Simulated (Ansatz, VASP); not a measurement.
# Two plane-wave programs on SiSn3O8

```xyz
12
Lattice="3.2571 -3.2646 0.0000 3.2571 3.2646 0.0000 0.0000 0.0000 6.1546" Properties=species:S:1:pos:R:3 pbc="T T T"
Si    3.2571    0.0000    0.0000
Sn    0.0000    0.0000    4.6834
Sn    3.2571    0.0000    3.0773
Sn    0.0000    0.0000    1.4712
O     1.4235    0.0000    0.0000
O     5.0908    0.0000    0.0000
O     3.2571   -1.1992    4.7862
O     3.2571    1.1992    4.7862
O     1.2529    0.0000    3.0773
O     5.2614    0.0000    3.0773
O     3.2571   -1.1992    1.3684
O     3.2571    1.1992    1.3684
```

Alike in both runs: task single point; functional PBE; k mesh 6 × 6 × 4; occupations fermi-dirac, width 0.02 eV; no spin polarisation.

```csv
,VASP,Ansatz
version,VASP 6.6.1,Ansatz 0.2.0
potentials or method,"VASP PAW PBE potentials, release 64 (Si, Sn_d, O)","plane waves, PAW"
plane-wave cutoff (eV),520,420
valence electrons in the cell,94,94
```

Ansatz gave:

```
gap on the k mesh at the Fermi level (eV) : 1.43
pressure (GPa)                            : 8.2
rms of the force components (eV/Å)        : 0.043
```

Question: Which values does VASP return?

Answer: gap on the k mesh at the Fermi level (eV): 1.42; pressure (GPa): 8.8; rms of the force components (eV/Å): 0.060.
